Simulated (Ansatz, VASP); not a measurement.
## I in VASP and in Ansatz

File INCAR:

```
  ALGO = Normal
  EDIFF = 1E-6
  ENCUT = 520
  GGA = PE
  ISIF = 2
  ISMEAR = 0
  LASPH = T
  LCHARG = F
  LREAL = F
  LWAVE = F
  NBANDS = 10
  NELM = 60
  PREC = Accurate
  SIGMA = 0.1
```

KPOINTS

```
k-points
0
Gamma
  16 16 16
```

POSCAR

```
I
1.0
   -1.7107508621      1.7107508621      4.1269694054
    1.7107508621     -1.7107508621      4.1269694054
    1.7107508621      1.7107508621     -4.1269694054
I
1
Direct
    0.0000000000      0.0000000000      0.0000000000
```

Input for Ansatz:

```yaml
crystal:
  lattice:
    - [-1.7107508621, 1.7107508621, 4.1269694054]
    - [1.7107508621, -1.7107508621, 4.1269694054]
    - [1.7107508621, 1.7107508621, -4.1269694054]
  atoms:
    - { symbol: I, position: [0.0, 0.0, 0.0] }
basis:
  ecutwfc: 420
kpoints:
  mp_grid: { grid: [16, 16, 16] }
hamiltonian:
  xc: pbe
scf:
  occupations: { method: gaussian, width: 0.1 }
output:
  forces: true
  stress: true
  eigenvalues: true
  populations: true
```

Alike in both runs: task single point; functional PBE; k mesh 16 × 16 × 16; occupations gaussian, width 0.1 eV; no spin polarisation.

|  | VASP | Ansatz |
| --- | --- | --- |
| version | VASP 6.6.1 | Ansatz 0.2.0 |
| potentials or method | VASP PAW PBE potentials, release 64 (I), cutoff 520 eV | scalar-relativistic, plane waves, PAW |
| valence electrons in the cell | 7 | 17 |

|  | VASP | Ansatz | Ansatz less VASP |
| --- | --- | --- | --- |
| gap on the k mesh at the Fermi level (eV) | none | none | - |
| pressure (GPa) | -2.6 | -2.5 | +0.02 |
| traceless stress, the component that is largest in VASP (GPa) | 2.88 | 2.86 | -0.016 |

A gap of «none» marks a metal or a gap that the smearing closes. VASP's potentials hold 7 valence electrons a cell and Ansatz's 17, so a difference there can come from the potentials and not from the codes.

Neither program's run includes spin-orbit coupling.
